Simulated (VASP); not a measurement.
# Ta3W2 (P1) in VASP: single point with PBE

Aim: the single point of Ta3W2 with PBE.

Everything below comes from runs of VASP 6.6.1. Logs are shortened: lines on timing, memory, paths and dates and some standing lists are left out, and cuts for length are marked.

## (1) The cell of the first run

The typed cell holds 10 atoms: a = 2.832 Å, b = 5.396 Å, c = 11.601 Å, α = 82.67°, β = 85.44°, γ = 80.40°.

## (2) Single point, PBE

Contents of INCAR:

```
ALGO = Fast
EDIFF = 1E-6
ENCUT = 520
GGA = PE
ISIF = 2
ISMEAR = 0
LASPH = True
LCHARG = True
LELF = True
LREAL = False
LVHAR = True
LWAVE = False
NBANDS = 72
NELM = 80
PREC = Accurate
SIGMA = 0.2
```

Contents of KPOINTS:

```
k-points
0
Gamma
  8 4 2
```

Contents of POSCAR:

```
Ta3W2
1.0
    1.6252890524     -2.3186925463     -0.0011743934
    4.8729950702      2.3167240850      0.0028733123
    1.6276059370      0.0076820965     11.4858593283
Ta W
6 4
Direct
    0.0526799045      0.0517343984      0.7925928543
    0.5526703295      0.5517313121      0.7925940154
    0.2498280164      0.2500525811      0.0000003142
    0.7498287240      0.7500560729     -0.0000012345
    0.4472524660      0.4482895199      0.2074060596
    0.9472546913      0.9482905292      0.2074064507
    0.1481861141      0.1486477821      0.4054655402
    0.6481849533      0.6486415109      0.4054665561
    0.3520509094      0.3512801384      0.5945344359
    0.8520638914      0.8512761549      0.5945350081
```

Potentials or basis: VASP PAW PBE potentials, release 64 (Ta_pv, W_sv).

Command:

```
> cat potpaw_PBE.64/Ta_pv/POTCAR potpaw_PBE.64/W_sv/POTCAR > POTCAR
> mpirun -np 1 vasp_std > vasp.out
```

OUTCAR:

```text
EDIFF = 1E-6
   ENCUT = 520
   GGA = PE
   ISIF = 2
   ISMEAR = 0
   LASPH = True
   LREAL = False
   NELM = 80
   PREC = Accurate

 ion  position               nearest neighbor table
   1  0.053  0.052  0.793-   9 2.79  10 2.80   2 2.83   2 2.83   4 2.88   3 2.88   9 3.25   2 3.25
                             2 3.25  10 3.25   4 3.32   3 3.33
   2  0.553  0.552  0.793-  10 2.79   9 2.80   1 2.83   1 2.83   3 2.88   4 2.88  10 3.25   1 3.25
                             1 3.25   9 3.25   3 3.32   4 3.33
   3  0.250  0.250  0.000-   4 2.83   4 2.83   6 2.88   2 2.88   1 2.88   5 2.88   4 3.25   4 3.25
                             2 3.32   6 3.32   5 3.33   1 3.33
   4  0.750  0.750  1.000-   3 2.83   3 2.83   1 2.88   5 2.88   2 2.88   6 2.88   3 3.25   3 3.25
                             1 3.32   5 3.32   6 3.33   2 3.33
   5  0.447  0.448  0.207-   7 2.79   8 2.80   6 2.83   6 2.83   4 2.88   3 2.88   7 3.25   6 3.25
                             6 3.25   8 3.25   4 3.32   3 3.33
   6  0.947  0.948  0.207-   8 2.79   7 2.80   5 2.83   5 2.83   3 2.88   4 2.88   8 3.25   5 3.25
                             5 3.25   7 3.25   3 3.32   4 3.33
   7  0.148  0.149  0.405-  10 2.71   9 2.71   5 2.79   6 2.80   8 2.83   8 2.83  10 3.18   9 3.18
                             5 3.25   8 3.25   8 3.25   6 3.25
   8  0.648  0.649  0.405-   9 2.71  10 2.71   6 2.79   5 2.80   7 2.83   7 2.83   9 3.18  10 3.18
                             6 3.25   7 3.25   7 3.25   5 3.25
   9  0.352  0.351  0.595-   8 2.71   7 2.71   1 2.79   2 2.80  10 2.83  10 2.83   8 3.18   7 3.18
                             1 3.25  10 3.25  10 3.25   2 3.25
  10  0.852  0.851  0.595-   7 2.71   8 2.71   2 2.79   1 2.80   9 2.83   9 2.83   7 3.18   8 3.18
                             2 3.25   9 3.25   9 3.25   1 3.25

  LATTYP: Found a triclinic cell.
 ALAT       =     2.8315898374
 B/A-ratio  =     1.9988489336
 C/A-ratio  =     4.2937462605
 COS(alpha) =     0.0014759055
 COS(beta)  =     0.3088268371
 COS(gamma) =     0.3412862969

  Lattice vectors:

 A1 = (  -1.6252890524,   2.3186925463,   0.0011743934)
 A2 = (   3.2477060178,   4.6354166313,   0.0040477057)
 A3 = (  -3.2528949894,   2.3110104498, -11.4846849349)

Analysis of symmetry for initial positions (statically):
=====================================================================
 Subroutine PRICEL returns:
 Original cell was already a primitive cell.

 Routine SETGRP: Setting up the symmetry group for a
 triclinic supercell.

 Subroutine GETGRP returns: Found  1 space group operations
 (whereof  1 operations were pure point group operations)
 out of a pool of  2 trial point group operations.

The static configuration has the point symmetry C_1 .

Analysis of symmetry for dynamics (positions and initial velocities):
=====================================================================
 Subroutine PRICEL returns:
 Original cell was already a primitive cell.

 Routine SETGRP: Setting up the symmetry group for a
 triclinic supercell.

 Subroutine GETGRP returns: Found  1 space group operations
 (whereof  1 operations were pure point group operations)
 out of a pool of  2 trial point group operations.

The dynamic configuration has the point symmetry C_1 .

 Subroutine INISYM returns: Found  1 space group operations
 (whereof  1 operations are pure point group operations),
 and found     1 'primitive' translations

----------------------------------------------------------------------------------------

                                     Primitive cell

  volume of cell :     173.0202

  direct lattice vectors                    reciprocal lattice vectors
     1.625289052 -2.318692546 -0.001174393     0.153794434 -0.323464295 -0.021577127
     4.872995070  2.316724085  0.002873312     0.153925185  0.107905043 -0.021884169
     1.627605937  0.007682096 11.485859328    -0.000022781 -0.000060067  0.087066846

  length of vectors
     2.831589837  5.395674165 11.600608803     0.358813950  0.189249512  0.087066869

  position of ions in fractional coordinates (direct lattice)
     0.052679905  0.051734398  0.792592854
     0.552670330  0.551731312  0.792594015
     0.249828016  0.250052581  0.000000314
     0.749828724  0.750056073  0.999998766
     0.447252466  0.448289520  0.207406060
     0.947254691  0.948290529  0.207406451
     0.148186114  0.148647782  0.405465540
     0.648184953  0.648641511  0.405466556
     0.352050909  0.351280138  0.594534436
     0.852063891  0.851276155  0.594535008

  ion indices of the primitive-cell ions
   primitive index   ion index
                 1           1
                 2           2
                 3           3
                 4           4
                 5           5
                 6           6
                 7           7
                 8           8
                 9           9
                10          10

----------------------------------------------------------------------------------------

 KPOINTS: k-points

Automatic generation of k-mesh.
 Grid dimensions read from file:
 generate k-points for:    8    4    2

 Generating k-lattice:

  Cartesian coordinates                     Fractional coordinates (reciprocal lattice)
     0.019224304 -0.040433037 -0.002697141     0.125000000  0.000000000  0.000000000
     0.038481296  0.026976261 -0.005471042    -0.000000000  0.250000000  0.000000000
    -0.000011391 -0.000030033  0.043533423     0.000000000  0.000000000  0.500000000

  Length of vectors
     0.044851744  0.047312378  0.043533435

  Shift w.r.t. Gamma in fractional coordinates (k-lattice)
     0.000000000  0.000000000  0.000000000

 Subroutine IBZKPT returns following result:
 ===========================================

 Found     36 irreducible k-points:

 Following reciprocal coordinates:
            Coordinates               Weight
  0.000000  0.000000  0.000000      1.000000
  0.125000  0.000000  0.000000      2.000000
  0.250000  0.000000  0.000000      2.000000
  0.375000 -0.000000 -0.000000      2.000000
  0.500000  0.000000  0.000000      1.000000
  0.000000  0.250000  0.000000      2.000000
[... 16 lines left out ...]
  0.500000  0.000000  0.500000      1.000000
  0.000000  0.250000  0.500000      2.000000
 [... further k-points ...]
   k-points           NKPTS =     36   k-points in BZ     NKDIM =     36   number of bands    NBANDS=     72
   number of dos      NEDOS =    301   number of ions     NIONS =     10
   total plane-waves  NPLWV =  86400
   dimension x,y,z NGX =    24 NGY =   40 NGZ =   90
   dimension x,y,z NGXF=    48 NGYF=   80 NGZF=  180
   ions per type =               6   4
   NGX,Y,Z   is equivalent  to a cutoff of  14.09, 12.32, 12.90 a.u.
   NGXF,Y,Z  is equivalent  to a cutoff of  28.18, 24.65, 25.80 a.u.
 SYSTEM =  unknown system
   PREC   = accura    normal or accurate (medium, high low for compatibility)
   ISTART =      0    job   : 0-new  1-cont  2-samecut
   ICHARG =      2    charge: 1-file 2-atom 10-const
   ISPIN  =      1    spin polarized calculation?
   LNONCOLLINEAR =      F non collinear calculations
   LSORBIT =      F    spin-orbit coupling
   LASPH  =      T    aspherical Exc in radial PAW
   ENCUT  =  520.0 eV  38.22 Ry    6.18 a.u.   5.26 10.03 21.57*2*pi/ulx,y,z
   NELM   =     80;   NELMIN=  2; NELMDL= -5     # of ELM steps
   EDIFF  = 0.1E-05   stopping-criterion for ELM
   LREAL  =      F    real-space projection
   EDIFFG = 0.1E-04   stopping-criterion for IOM
   NSW    =      0    number of steps for IOM
   IBRION =     -1    ionic relax: 0-MD 1-quasi-New 2-CG
   NFREE  =      0    steps in history (QN), initial steepest desc. (CG)
   ISIF   =      2    stress and relaxation
   ISYM   =      2    0-nonsym 1-usesym 2-fastsym
   POTIM  = 0.5000    time-step for ionic-motion
   TEBEG  =    0.0;   TEEND  =   0.0 temperature during run
   PSTRESS=    0.0 pullay stress
   NELECT =     122.0000    total number of electrons
   NUPDOWN=      -1.0000    fix difference up-down
   EMIN   =  10.00;   EMAX   =-10.00  energy-range for DOS
   EFERMI =   0.00;   METHOD = LEGACY
   ISMEAR =     0;   SIGMA  =   0.20  broadening in eV -4-tet -1-fermi 0-gaus
   EFERMI_NEDOS =   21; number of points for ismear=-14 and -15
   IALGO  =     68    algorithm
   IMIX   =      4    mixing-type and parameters
     AMIX     =   0.40;   BMIX     =  1.00
     AMIX_MAG =   1.60;   BMIX_MAG =  1.00
  volume/ion in A,a.u.               =      17.30       116.76
  Fermi-wavevector in a.u.,A,eV,Ry     =   1.457122  2.753561 28.887940  2.123204
  Thomas-Fermi vector in A             =   2.573960
   LORBIT       =      0    0 simple, 1 ext, 2 COOP (PROOUT), +10 PAW based schemes
   GGA     = PE    functional components
   LHFCALC =     F    Hartree Fock is set to
   AEXX    =    0.0000 exact exchange contribution
   IVDW    =     0    specifies the selected vdW correction
   LEPSILON=     F    determine dielectric tensor
   LRPA    =     F    only Hartree local field effects (RPA)
 non-spin polarized calculation
 RMM-DIIS sequential band-by-band and
 Gauss-broadening in eV      SIGMA  =   0.20
  energy-cutoff  :      520.00
  volume of cell :      173.02
 maximum number of plane-waves:      4678
 NGX is ok and might be reduce to    24
   NGX = 11   NGY = 21   NGZ = 43

 number of electron     121.9999993 magnetization

 Free energy of the ion-electron system (eV)
  ---------------------------------------------------
  ext. energy  EPLUGINS =         0.00000000
  ---------------------------------------------------
  free energy    TOTEN  =      -123.03491995 eV

  energy without entropy =     -122.85253907  energy(sigma->0) =     -122.94372951

 E-fermi :   7.4034     XC(G=0): -12.9498

 val. band max:        7.4010854695   @ k =   0.2500  -0.0000   0.5000
 cond. band min:       7.4132928288   @ k =   0.5000   0.5000   0.5000
 fundamental gap:      0.0122073594
 Fermi energy:         7.4034022068

 k-point     1 :       0.0000    0.0000    0.0000
  band No.  band energies     occupation
      1     -66.2677      2.00000
      2     -66.1931      2.00000
      3     -66.1858      2.00000
      4     -66.1854      2.00000
      5     -30.8998      2.00000
      6     -30.8987      2.00000
[... 64 lines left out ...]
     71       9.7894      0.00000
     72       9.9953      0.00000
[... 1723 lines left out ...]
     71       9.9645      0.00000
     72      10.8569      0.00000

 [... further k-points ...]
[... 5 lines left out ...]
  --------------------------------------------------------------------------------------
  -------------------------------------------------------------------------------------
  Total        0.3156381      0.2532932      0.3374438     -0.0130154      0.0236998     -0.0025465
  in kB        2.9228271      2.3455097      3.1247492     -0.1205233      0.2194614     -0.0235811
  external PRESSURE =       2.7976953 kB  Pullay stress =       0.0000000 kB

 VOLUME and BASIS-vectors are now :
 -----------------------------------------------------------------------------
  energy-cutoff  :      520.00
  volume of cell :      173.02
      direct lattice vectors                 reciprocal lattice vectors
     1.625289052 -2.318692546 -0.001174393     0.153794434 -0.323464295 -0.021577127
     4.872995070  2.316724085  0.002873312     0.153925185  0.107905043 -0.021884169
     1.627605937  0.007682096 11.485859328    -0.000022781 -0.000060067  0.087066846

 POSITION                                       TOTAL-FORCE (eV/Angst)
 -----------------------------------------------------------------------------------
      1.62775      0.00379      9.10370         0.000642     -0.000841      0.012272
      4.87686      0.00283      9.10456         0.000973     -0.000897      0.012166
      1.62455      0.00003      0.00043         0.000166     -0.001147     -0.000009
      6.50131      0.00673     11.48712         0.000014     -0.001310      0.000112
      3.24900      0.00312      2.38300        -0.000738     -0.000487     -0.012182
      6.49815      0.00213      2.38385        -0.000908     -0.000508     -0.012151
      1.62514      0.00389      4.65737        -0.001781      0.002056     -0.015049
      4.87425      0.00290      4.65823        -0.001162      0.002365     -0.015343
      3.25164      0.00209      6.82933         0.001342      0.000096      0.015204
      6.50078      0.00107      6.83019         0.001452      0.000673      0.014983
 -----------------------------------------------------------------------------------
    total drift:                                0.000001      0.000010     -0.000065

  FREE ENERGIE OF THE ION-ELECTRON SYSTEM (eV)
  ---------------------------------------------------
  free  energy   TOTEN  =      -123.0349199487 eV

  energy  without entropy=     -122.8525390670  energy(sigma->0) =     -122.94372951
```

Wall time 13 min (1 thread of Oxide Virtual Turin-like, shared host); peak memory 0.45 GiB.

Results:

| Item | Value |
| --- | --- |
| Free energy | -123.0349 eV |
| Pressure | 0.3 GPa |
| Largest force | 0.016 eV/Å |
| Band gap on the k mesh | zero (bands 61 and 62 overlap by 1.87 eV) |

Forces in eV/Å, atoms in the order of the input:
```
Ta   0.001 -0.001  0.012
Ta   0.001 -0.001  0.012
Ta   0.000 -0.001  0.000
Ta   0.000 -0.001  0.000
Ta  -0.001  0.000 -0.012
Ta  -0.001 -0.001 -0.012
W   -0.002  0.002 -0.015
W   -0.001  0.002 -0.015
W    0.001  0.000  0.015
W    0.001  0.001  0.015
```

Caveat: spin-orbit coupling is left out, which moves the levels of the heavy elements.
